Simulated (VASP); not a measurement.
# MoOsSe2S2 (P-6m2) in VASP: single point with PBE+D3(BJ)

Aim: the single point of MoOsSe2S2 with PBE+D3(BJ).

Program: VASP 6.6.1. These are calculated values, not measurements. Logs are shortened: lines on timing, memory, paths and dates and some standing lists are left out, and cuts for length are marked.

## (1) The cell of the first run

It takes space group P-6m2 (No. 187, hexagonal). Conventional cell: a = 3.187 Å, b = 3.187 Å, c = 13.482 Å, α = 90.00°, β = 90.00°, γ = 120.00°. Mo (site symmetry -6m2) has 6 S at 2.41 Å and 6 Mo at 3.19 Å within 3.2 Å. Within 3.3 Å of Os (site symmetry -6m2) lie 6 Se at 2.52 Å and 6 Os at 3.19 Å. Se (site symmetry 3m) has 3 Os at 2.52 Å and 6 Se at 3.19 Å within 3.3 Å. Within 3.2 Å of S (site symmetry 3m) lie 3 Mo at 2.41 Å and 7 S at 3.11 to 3.19 Å.

## (2) Single point, PBE+D3(BJ)

Contents of INCAR:

```
SYSTEM = MoOsSe2S2
  ALGO = Normal
  EDIFF = 1E-6
  ENCUT = 520
  GGA = PE
  ISIF = 2
  ISMEAR = 0
  IVDW = 12
  LASPH = .True.
  LCHARG = .True.
  LELF = .True.
  LREAL = .False.
  LVHAR = .True.
  LWAVE = .False.
  NBANDS = 32
  NELM = 80
  PREC = Accurate
  SIGMA = 0.1
```

Contents of KPOINTS:

```
k-points
0
Gamma
  12 12 4
  0 0 0
```

Contents of POSCAR:

```
MoOsSe2S2
1.0
    3.1872296484      0.0000000000      0.0000000000
   -1.5936148242      2.7602218432      0.0000000000
    0.0000000000      0.0000000000     13.4817244821
Mo Os Se S
1 1 2 2
Direct
    0.0000000000      0.0000000000      0.5000000000
    0.0000000000      0.0000000000      0.0000000000
    0.6666666667      0.3333333333      0.8721561155
    0.6666666667      0.3333333333      0.1278438845
    0.6666666667      0.3333333333      0.6153959040
    0.6666666667      0.3333333333      0.3846040960
```

Potentials or basis: VASP PAW PBE potentials, release 64 (Mo_sv, Os, Se, S).

On the command line:

```console
$ cat potpaw_PBE.64/Mo_sv/POTCAR potpaw_PBE.64/Os/POTCAR potpaw_PBE.64/Se/POTCAR potpaw_PBE.64/S/POTCAR > POTCAR
$ mpirun -np 1 vasp_std > vasp.out
```

OUTCAR:

```text
SYSTEM = MoOsSe2S2
   EDIFF = 1E-6
   ENCUT = 520
   GGA = PE
   ISIF = 2
   ISMEAR = 0
   IVDW = 12
   LASPH = .True.
   LREAL = .False.
   NELM = 80
   PREC = Accurate
 IVDW          = 12

 ion  position               nearest neighbor table
   1  0.000  0.000  0.500-   5 2.41   6 2.41   5 2.41   6 2.41   5 2.41   6 2.41
   2  0.000  0.000  0.000-   3 2.52   4 2.52   3 2.52   4 2.52   3 2.52   4 2.52
   3  0.667  0.333  0.872-   2 2.52   2 2.52   2 2.52
   4  0.667  0.333  0.128-   2 2.52   2 2.52   2 2.52
   5  0.667  0.333  0.615-   1 2.41   1 2.41   1 2.41
   6  0.667  0.333  0.385-   1 2.41   1 2.41   1 2.41

  LATTYP: Found a hexagonal cell.
 ALAT       =     3.1872296484
 C/A-ratio  =     4.2299193875

  Lattice vectors:

 A1 = (   3.1872296484,   0.0000000000,   0.0000000000)
 A2 = (  -1.5936148242,   2.7602218432,   0.0000000000)
 A3 = (   0.0000000000,   0.0000000000,  13.4817244821)

Analysis of symmetry for initial positions (statically):
=====================================================================
 Subroutine PRICEL returns:
 Original cell was already a primitive cell.

 Routine SETGRP: Setting up the symmetry group for a
 hexagonal supercell.

 Subroutine GETGRP returns: Found 12 space group operations
 (whereof 12 operations were pure point group operations)
 out of a pool of 24 trial point group operations.

The static configuration has the point symmetry D_3h.

Analysis of symmetry for dynamics (positions and initial velocities):
=====================================================================
 Subroutine PRICEL returns:
 Original cell was already a primitive cell.

 Routine SETGRP: Setting up the symmetry group for a
 hexagonal supercell.

 Subroutine GETGRP returns: Found 12 space group operations
 (whereof 12 operations were pure point group operations)
 out of a pool of 24 trial point group operations.

The dynamic configuration has the point symmetry D_3h.

 Subroutine INISYM returns: Found 12 space group operations
 (whereof 12 operations are pure point group operations),
 and found     1 'primitive' translations

----------------------------------------------------------------------------------------

                                     Primitive cell

  volume of cell :     118.6049

  direct lattice vectors                    reciprocal lattice vectors
     3.187229648  0.000000000  0.000000000     0.313752101  0.181144860  0.000000000
    -1.593614824  2.760221843  0.000000000     0.000000000  0.362289720  0.000000000
     0.000000000  0.000000000 13.481724482     0.000000000  0.000000000  0.074174487

  length of vectors
     3.187229648  3.187229648 13.481724482     0.362289720  0.362289720  0.074174487

  position of ions in fractional coordinates (direct lattice)
     0.000000000  0.000000000  0.500000000
     0.000000000  0.000000000  0.000000000
     0.666666667  0.333333333  0.872156115
     0.666666667  0.333333333  0.127843885
     0.666666667  0.333333333  0.615395904
     0.666666667  0.333333333  0.384604096

  ion indices of the primitive-cell ions
   primitive index   ion index
                 1           1
                 2           2
                 3           3
                 4           4
                 5           5
                 6           6

----------------------------------------------------------------------------------------

 KPOINTS: k-points

Automatic generation of k-mesh.
 Grid dimensions read from file:
 generate k-points for:   12   12    4

 Generating k-lattice:

  Cartesian coordinates                     Fractional coordinates (reciprocal lattice)
     0.026146008  0.015095405  0.000000000     0.083333333  0.000000000  0.000000000
     0.000000000  0.030190810  0.000000000     0.000000000  0.083333333  0.000000000
     0.000000000  0.000000000  0.018543622     0.000000000  0.000000000  0.250000000

  Length of vectors
     0.030190810  0.030190810  0.018543622

  Shift w.r.t. Gamma in fractional coordinates (k-lattice)
     0.000000000  0.000000000  0.000000000

 Subroutine IBZKPT returns following result:
 ===========================================

 Found     57 irreducible k-points:

 Following reciprocal coordinates:
            Coordinates               Weight
  0.000000  0.000000  0.000000      1.000000
  0.083333 -0.000000  0.000000      6.000000
  0.166667 -0.000000  0.000000      6.000000
  0.250000 -0.000000  0.000000      6.000000
  0.333333  0.000000  0.000000      6.000000
  0.416667  0.000000  0.000000      6.000000
[... 16 lines left out ...]
  0.250000 -0.000000  0.250000     12.000000
  0.333333  0.000000  0.250000     12.000000
 [... further k-points ...]
   k-points           NKPTS =     57   k-points in BZ     NKDIM =     57   number of bands    NBANDS=     32
   number of dos      NEDOS =    301   number of ions     NIONS =      6
   total plane-waves  NPLWV =  57600
   dimension x,y,z NGX =    24 NGY =   24 NGZ =  100
   dimension x,y,z NGXF=    48 NGYF=   48 NGZF=  200
   ions per type =               1   1   2   2
   NGX,Y,Z   is equivalent  to a cutoff of  12.52, 12.52, 12.33 a.u.
   NGXF,Y,Z  is equivalent  to a cutoff of  25.04, 25.04, 24.66 a.u.
 SYSTEM =  MoOsSe2S2
   PREC   = accura    normal or accurate (medium, high low for compatibility)
   ISTART =      0    job   : 0-new  1-cont  2-samecut
   ICHARG =      2    charge: 1-file 2-atom 10-const
   ISPIN  =      1    spin polarized calculation?
   LNONCOLLINEAR =      F non collinear calculations
   LSORBIT =      F    spin-orbit coupling
   LASPH  =      T    aspherical Exc in radial PAW
   ENCUT  =  520.0 eV  38.22 Ry    6.18 a.u.   5.93  5.93 25.07*2*pi/ulx,y,z
   NELM   =     80;   NELMIN=  2; NELMDL= -5     # of ELM steps
   EDIFF  = 0.1E-05   stopping-criterion for ELM
   LREAL  =      F    real-space projection
   EDIFFG = 0.1E-04   stopping-criterion for IOM
   NSW    =      0    number of steps for IOM
   IBRION =     -1    ionic relax: 0-MD 1-quasi-New 2-CG
   NFREE  =      0    steps in history (QN), initial steepest desc. (CG)
   ISIF   =      2    stress and relaxation
   ISYM   =      2    0-nonsym 1-usesym 2-fastsym
   POTIM  = 0.5000    time-step for ionic-motion
   TEBEG  =    0.0;   TEEND  =   0.0 temperature during run
   PSTRESS=    0.0 pullay stress
   NELECT =      46.0000    total number of electrons
   NUPDOWN=      -1.0000    fix difference up-down
   EMIN   =  10.00;   EMAX   =-10.00  energy-range for DOS
   EFERMI =   0.00;   METHOD = LEGACY
   ISMEAR =     0;   SIGMA  =   0.10  broadening in eV -4-tet -1-fermi 0-gaus
   EFERMI_NEDOS =   21; number of points for ismear=-14 and -15
   IALGO  =     38    algorithm
   IMIX   =      4    mixing-type and parameters
     AMIX     =   0.40;   BMIX     =  1.00
     AMIX_MAG =   1.60;   BMIX_MAG =  1.00
  volume/ion in A,a.u.               =      19.77       133.40
  Fermi-wavevector in a.u.,A,eV,Ry     =   1.193878  2.256102 19.392982  1.425344
  Thomas-Fermi vector in A             =   2.329881
   LORBIT       =      0    0 simple, 1 ext, 2 COOP (PROOUT), +10 PAW based schemes
   GGA     = PE    functional components
   LHFCALC =     F    Hartree Fock is set to
   AEXX    =    0.0000 exact exchange contribution
   IVDW    =    12    specifies the selected vdW correction
   LEPSILON=     F    determine dielectric tensor
   LRPA    =     F    only Hartree local field effects (RPA)
 non-spin polarized calculation
 Gauss-broadening in eV      SIGMA  =   0.10
  energy-cutoff  :      520.00
  volume of cell :      118.60
 maximum number of plane-waves:      3218
 NGX is ok and might be reduce to    24
   NGX = 11   NGY = 11   NGZ = 51

 number of electron      45.9999996 magnetization

 Free energy of the ion-electron system (eV)
  ---------------------------------------------------
  ext. energy  EPLUGINS =         0.00000000
  ---------------------------------------------------
  free energy    TOTEN  =       -39.16859794 eV

  energy without entropy =      -39.15232190  energy(sigma->0) =      -39.16045992

 E-fermi :   6.7692     XC(G=0): -10.4409

 val. band max:        6.7665506989   @ k =   0.3333   0.0833   0.5000
 cond. band min:       6.8182092649   @ k =   0.1667  -0.0000   0.0000
 fundamental gap:      0.0516585660
 Fermi energy:         6.7692210866

 k-point     1 :       0.0000    0.0000    0.0000
  band No.  band energies     occupation
      1     -55.4927      2.00000
      2     -29.6367      2.00000
      3     -29.4328      2.00000
      4     -29.4328      2.00000
      5      -9.6725      2.00000
      6      -8.7491      2.00000
[... 24 lines left out ...]
     31      10.7540      0.00000
     32      11.6033      0.00000

 k-point     2 :       0.0833   -0.0000    0.0000
  band No.  band energies     occupation
      1     -55.4903      2.00000
      2     -29.6318      2.00000
      3     -29.4581      2.00000
      4     -29.4386      2.00000
      5      -9.5601      2.00000
      6      -8.6471      2.00000
[... 24 lines left out ...]
     31      11.2287      0.00000
     32      12.0790      0.00000

 k-point     3 :       0.1667   -0.0000    0.0000
  band No.  band energies     occupation
      1     -55.4836      2.00000
      2     -29.6183      2.00000
      3     -29.5265      2.00000
      4     -29.4542      2.00000
      5      -9.2346      2.00000
      6      -8.3574      2.00000
[... 24 lines left out ...]
     31      11.7643      0.00000
     32      13.1241      0.00000

 k-point     4 :       0.2500   -0.0000    0.0000
  band No.  band energies     occupation
      1     -55.4744      2.00000
      2     -29.6188      2.00000
      3     -29.5999      2.00000
      4     -29.4755      2.00000
      5      -8.7344      2.00000
      6      -7.9999      2.00000
[... 654 lines left out ...]
     31      11.8305      0.00000
     32      13.0525      0.00000

 k-point    23 :       0.2500   -0.0000    0.2500
  band No.  band energies     occupation
      1     -55.4744      2.00000
      2     -29.6188      2.00000
      3     -29.5999      2.00000
      4     -29.4755      2.00000
      5      -8.7332      2.00000
      6      -8.0298      2.00000
[... 24 lines left out ...]
     31      11.8131      0.00000
     32      13.3778      0.00000

 k-point    24 :       0.3333    0.0000    0.2500
  band No.  band energies     occupation
      1     -55.4651      2.00000
      2     -29.7098      2.00000
      3     -29.5814      2.00000
      4     -29.4967      2.00000
      5      -8.1390      2.00000
      6      -7.6492      2.00000
[... 24 lines left out ...]
     31      11.1268      0.00000
     32      12.6200      0.00000

 [... further k-points ...]

------------------------ aborting loop because EDIFF is reached ----------------------------------------

 Edisp (eV)   -2.47652

 E8    (eV) :    -1.0410

  FORCE on cell =-STRESS in cart. coord.  units (eV):
  Direction    XX          YY          ZZ          XY          YZ          ZX
  --------------------------------------------------------------------------------------
  -------------------------------------------------------------------------------------
  Total       0.13947     0.13947     0.11057     0.00000     0.00000     0.00000
  in kB       1.88405     1.88405     1.49365     0.00000     0.00000     0.00000
  external pressure =        1.75 kB  Pullay stress =        0.00 kB

 VOLUME and BASIS-vectors are now :
 -----------------------------------------------------------------------------
  energy-cutoff  :      520.00
  volume of cell :      118.60
      direct lattice vectors                 reciprocal lattice vectors
     3.187229648  0.000000000  0.000000000     0.313752101  0.181144860  0.000000000
    -1.593614824  2.760221843  0.000000000     0.000000000  0.362289720  0.000000000
     0.000000000  0.000000000 13.481724482     0.000000000  0.000000000  0.074174487

 POSITION                                       TOTAL-FORCE (eV/Angst)
 -----------------------------------------------------------------------------------
      0.00000      0.00000      6.74086        -0.000000      0.000000      0.000000
      0.00000      0.00000      0.00000         0.000000     -0.000000      0.000000
      1.59361      0.92007     11.75817         0.000000     -0.000000     -0.046119
      1.59361      0.92007      1.72356         0.000000     -0.000000      0.046119
      1.59361      0.92007      8.29660        -0.000000      0.000000     -0.014070
      1.59361      0.92007      5.18513        -0.000000     -0.000000      0.014070
 -----------------------------------------------------------------------------------
    total drift:                               -0.000000      0.000000      0.000000

  FREE ENERGIE OF THE ION-ELECTRON SYSTEM (eV)
  ---------------------------------------------------
  free  energy   TOTEN  =       -41.6451204393 eV

  energy  without entropy=      -41.6288443940  energy(sigma->0) =      -41.63698242
```

Run time: 1.9 min. Hardware: 1 thread of Intel Xeon 6975P-C (Granite Rapids), shared host; peak memory 0.39 GiB.

What came out:

```
Free energy                : -41.6451 eV
Pressure                   : 0.2 GPa
Largest force              : 0.046 eV/Å
Band gap on the k mesh     : zero (bands 23 and 24 overlap by 1.44 eV)
Dispersion energy per atom : -0.413 eV
```

Forces on the atoms (eV/Å):
```
Mo   0.000  0.000  0.000
Os   0.000  0.000  0.000
Se   0.000  0.000 -0.046
Se   0.000  0.000  0.046
S    0.000  0.000 -0.014
S    0.000  0.000  0.014
```

Caveat: spin-orbit coupling is left out, which moves the levels of the heavy elements.

The gap in the log of VASP goes by the Fermi energy; the results here count the filled bands.